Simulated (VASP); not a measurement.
## FeSi: single point with r2SCAN

FeSi:

```
Fe Si
1.0
     4.40305    0.00000    0.00000
     0.00000    4.40305    0.00000
     0.00000    0.00000    4.40305
Fe Si
4 4
Direct
  0.13666 0.13666 0.13666
  0.36334 0.86334 0.63666
  0.63666 0.36334 0.86334
  0.86334 0.63666 0.36334
  0.84113 0.84113 0.84113
  0.65887 0.15887 0.34113
  0.34113 0.65887 0.15887
  0.15887 0.34113 0.65887
```

```
Program             : VASP 6.6.1
Task                : single point
Functional          : r2SCAN
Potentials or basis : VASP PAW PBE potentials, release 64 (Fe, Si)
Cutoff              : 520 eV
k mesh              : 6 × 6 × 6
Occupations         : gaussian, width 0.01 eV
Spin                : no spin polarisation
```

* Pressure: 0.4 GPa
* Largest force: 0.038 eV/Å
* Band gap on the k mesh: 0.32 eV (least direct gap 0.35 eV)

Forces in eV/Å, atoms in the order of the input:
```
Fe   0.022  0.022  0.022
Fe  -0.022 -0.022  0.022
Fe   0.022 -0.022 -0.022
Fe  -0.022  0.022 -0.022
Si   0.001  0.001  0.001
Si  -0.001 -0.001  0.001
Si   0.001 -0.001 -0.001
Si  -0.001  0.001 -0.001
```

Levels at points of the mesh, in eV from the valence-band top:
```tsv
k point	band 21	band 22	band 23	band 24	band 25	band 26	band 27	band 28
(0.00, 0.00, 0.00)	-0.38	-0.38	-0.12	-0.12	0.84	0.84	0.84	3.41
(0.50, 0.00, 0.00)	-0.49	-0.49	-0.05	-0.05	0.37	0.37	1.96	1.96
(0.50, 0.50, 0.00)	-1.11	-1.11	-0.45	-0.45	0.81	0.81	1.56	1.56
(0.50, 0.50, 0.50)	-0.79	-0.79	-0.79	-0.79	0.72	0.72	0.72	0.72
```

Wall time 2.7 min on 1 thread of Intel(R) Xeon(R) 6975P-C (Granite Rapids), with other jobs on the host, peak memory 0.24 GiB.

Caveat: the PAW data sets were made with another functional, which shifts forces and pressure a little. Spin polarisation is off, so any magnetic state and its effect on volume and gap are missing.
